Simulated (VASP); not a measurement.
Here is a VASP 6.6.1 calculation.

Contents of INCAR:

```
PREC = Accurate ; ENCUT = 520
EDIFF = 1E-6 ; ISMEAR = 0
SIGMA = 0.15 ; LREAL = F
LASPH = T ; NELM = 60
ALGO = Normal ; ISIF = 2
LWAVE = F ; LCHARG = F
GGA = PE ; NBANDS = 11
```

KPOINTS

```
regular mesh
0
Gamma
  20 20 20
```

File POSCAR:

```
Pt
1.0
   -0.2977447067      1.8559420053      1.8559420053
    1.8559420053     -0.2977447067      1.8559420053
    1.8559420053      1.8559420053     -0.2977447067
Pt
1
Direct
    0.0000000000      0.0000000000      0.0000000000
```

Potentials or basis: VASP PAW PBE potentials, release 64 (Pt).

Run with:

```sh
$ cat potpaw_PBE.64/Pt/POTCAR > POTCAR
$ mpirun -np 1 vasp_std > vasp.out
```

Task: Predict the band gap on the k mesh.

Result: Zero (bands 5 and 6 overlap by 3.40 eV).

Task: Estimate the pressure.

Result: 8.6 GPa.

Stress tensor (GPa, compression positive):
```
8.63 9.40 9.40
9.40 8.63 9.40
9.40 9.40 8.63
```

Caveat: the cell stands under pressure; spin-orbit coupling is left out, which moves the levels of the heavy elements.
